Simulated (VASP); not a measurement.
# Si2Mo in VASP: notebook, part 2 of 2

VASP 6.6.1. Earlier steps stand in the parts before.

## Step 4: Single point, r2SCAN (uniaxial strain along a: +1.5 %, then relaxed in part)

POSCAR reads:

```
Si2Mo
1.0
    3.2497756835      0.0000000000      0.0000000000
    0.0000000000      3.1901235657      0.0000000000
    0.0000000000      0.0000000000      7.8033422237
Si Mo
4 2
Direct
    0.0000000000      0.0000000000      0.3354453329
    0.5000000000      0.5000000000      0.1645546671
    0.5000000000      0.5000000000      0.8354453329
    0.0000000000      0.0000000000      0.6645546671
    0.0000000000      0.0000000000      0.0000000000
    0.5000000000      0.5000000000      0.5000000000
```

INCAR.step1 reads:

```
SYSTEM = Si2Mo
  ALGO = Normal
  EDIFF = 1E-4
  ENCUT = 520
  GGA = PE
  ISMEAR = 0
  LASPH = .TRUE.
  LCHARG = .FALSE.
  LREAL = .FALSE.
  LWAVE = .TRUE.
  NBANDS = 31
  NELM = 60
  PREC = Accurate
  SIGMA = 0.1
```

INCAR.step2 reads:

```
SYSTEM = Si2Mo
  ALGO = Normal
  EDIFF = 1E-6
  ENCUT = 520
  ISIF = 2
  ISMEAR = 0
  ISTART = 1
  LASPH = .TRUE.
  LCHARG = .FALSE.
  LMIXTAU = .TRUE.
  LREAL = .FALSE.
  LWAVE = .FALSE.
  METAGGA = R2SCAN
  NBANDS = 31
  NELM = 60
  PREC = Accurate
  SIGMA = 0.1
```

KPOINTS reads:

```
k-points
0
G
  12 12 6
  0 0 0
```

Potentials or basis: VASP PAW PBE potentials, release 64 (Si, Mo_sv).

Launch:

```sh
cat potpaw_PBE.64/Si/POTCAR potpaw_PBE.64/Mo_sv/POTCAR > POTCAR
cp INCAR.step1 INCAR
mpirun -np 1 vasp_std > vasp.out
cp INCAR.step2 INCAR
mpirun -np 1 vasp_std > vasp.out
```

OUTCAR:

```text
SYSTEM = Si2Mo
   EDIFF = 1E-6
   ENCUT = 520
   ISIF = 2
   ISMEAR = 0
   ISTART = 1
   LASPH = .TRUE.
   LREAL = .FALSE.
   METAGGA = R2SCAN
   NELM = 60
   PREC = Accurate

 ion  position               nearest neighbor table
   1  0.000  0.000  0.335-   4 2.57   6 2.61   6 2.61   6 2.61   6 2.61   5 2.62   2 2.64   2 2.64
                             2 2.64   2 2.64
   2  0.500  0.500  0.165-   3 2.57   5 2.61   5 2.61   5 2.61   5 2.61   6 2.62   1 2.64   1 2.64
                             1 2.64   1 2.64
   3  0.500  0.500  0.835-   2 2.57   5 2.61   5 2.61   5 2.61   5 2.61   6 2.62   4 2.64   4 2.64
                             4 2.64   4 2.64
   4  0.000  0.000  0.665-   1 2.57   6 2.61   6 2.61   6 2.61   6 2.61   5 2.62   3 2.64   3 2.64
                             3 2.64   3 2.64
   5  0.000  0.000  0.000-   2 2.61   3 2.61   2 2.61   3 2.61   2 2.61   3 2.61   2 2.61   3 2.61
                             1 2.62   4 2.62
   6  0.500  0.500  0.500-   1 2.61   4 2.61   1 2.61   4 2.61   1 2.61   4 2.61   1 2.61   4 2.61
                             3 2.62   2 2.62

  LATTYP: Found a simple orthorhombic cell.
 ALAT       =     3.1901235657
 B/A-ratio  =     1.0186989991
 C/A-ratio  =     2.4460940346
[... 203 lines left out ...]
  free energy    TOTEN  =       -90.01430855 eV

  energy without entropy =      -90.01143153  energy(sigma->0) =      -90.01287004

 E-fermi :  12.1252     XC(G=0): -13.3544

 val. band max:       12.1127420698   @ k =   0.0000   0.0000   0.1667
 cond. band min:      12.1313325288   @ k =   0.0833   0.0000   0.3333
 fundamental gap:      0.0185904590
 Fermi energy:        12.1252088442

 k-point     1 :       0.0000    0.0000    0.0000
  band No.  band energies     occupation
      1     -50.4660      2.00000
      2     -50.4653      2.00000
      3     -23.9252      2.00000
      4     -23.8961      2.00000
      5     -23.8524      2.00000
      6     -23.8502      2.00000
[... 805 lines left out ...]
     30      17.5106      0.00000
     31      17.5958      0.00000

 [... further k-points ...]
[... 5 lines left out ...]
  --------------------------------------------------------------------------------------
  -------------------------------------------------------------------------------------
  Total       -2.5579606      0.2127000      0.1823915      0.0000000      0.0000000      0.0000000
  in kB      -50.6597331      4.2124669      3.6122149      0.0000000      0.0000000      0.0000000
  external PRESSURE =     -14.2783504 kB  Pullay stress =       0.0000000 kB

 VOLUME and BASIS-vectors are now :
 -----------------------------------------------------------------------------
  energy-cutoff  :      520.00
  volume of cell :       80.90
      direct lattice vectors                 reciprocal lattice vectors
     3.249775683  0.000000000  0.000000000     0.307713546  0.000000000  0.000000000
     0.000000000  3.190123566  0.000000000     0.000000000  0.313467482  0.000000000
     0.000000000  0.000000000  7.803342224     0.000000000  0.000000000  0.128150217

 POSITION                                       TOTAL-FORCE (eV/Angst)
 -----------------------------------------------------------------------------------
      0.00000      0.00000      2.61759        -0.000000     -0.000000     -0.006343
      1.62489      1.59506      1.28408         0.000000     -0.000000      0.006343
      1.62489      1.59506      6.51927        -0.000000     -0.000000     -0.006343
      0.00000      0.00000      5.18575         0.000000     -0.000000      0.006343
      0.00000      0.00000      0.00000        -0.000000     -0.000000      0.000000
      1.62489      1.59506      3.90167         0.000000      0.000000      0.000000
 -----------------------------------------------------------------------------------
    total drift:                                0.000000      0.000000     -0.000000

  FREE ENERGIE OF THE ION-ELECTRON SYSTEM (eV)
  ---------------------------------------------------
  free  energy   TOTEN  =       -90.0143085536 eV

  energy  without entropy=      -90.0114315345  energy(sigma->0) =      -90.01287004
```

Run time: 6.9 min. Hardware: 1 thread of Intel Xeon 6975P-C (Granite Rapids), shared host; peak memory 0.47 GiB.

What came out:

```
Free energy            : -90.0143 eV
Pressure               : -1.4 GPa
Largest force          : 0.006 eV/Å
Band gap on the k mesh : zero (bands 22 and 23 overlap by 0.83 eV)
```

Forces on the atoms (eV/Å):
```
Si   0.000  0.000 -0.006
Si   0.000  0.000  0.006
Si   0.000  0.000 -0.006
Si   0.000  0.000  0.006
Mo   0.000  0.000  0.000
Mo   0.000  0.000  0.000
```

Stress tensor (GPa, compression positive):
```
-5.07  0.00  0.00
 0.00  0.42  0.00
 0.00  0.00  0.36
```

Caveat: the cell differs from its parent crystal (uniaxial strain along a: +1.5 %, then relaxed in part); the stress differs along the axes, from -5 to 0 GPa; the PAW data sets were made with another functional, which shifts forces and pressure a little.

## Step 5: Overview

```tsv
cell	cutoff (eV)	gap on the mesh (eV)	pressure (GPa)	largest force (eV/Å)
a = 3.250, b = 3.250, c = 7.748 Å, 6 atoms, atomic positions A	550	none	-3.4	0.03
a = 3.250, b = 3.250, c = 7.780 Å, 6 atoms, atomic positions B	550	none	-4.3	-
a = 3.250, b = 3.190, c = 7.803 Å, 6 atoms, atomic positions C	520	none	-1.4	0.01
```

Alike in all rows: task single point; level r2SCAN; potentials or basis VASP PAW PBE potentials, release 64 (Si, Mo_sv); no spin polarisation; k mesh 12 × 12 × 6; smearing gaussian 0.1 eV.

Caveats: the PAW data sets were made with another functional, which shifts forces and pressure a little; the stress differs along the axes, from -6 to 2 GPa (at least some runs); the stress differs along the axes, from -7 to 0 GPa (at least some runs); the stress differs along the axes, from -5 to 0 GPa (at least some runs).

Absolute energies hang on the potentials; compare differences alone.

The gap in the log of VASP goes by the Fermi energy; the results here count the filled bands.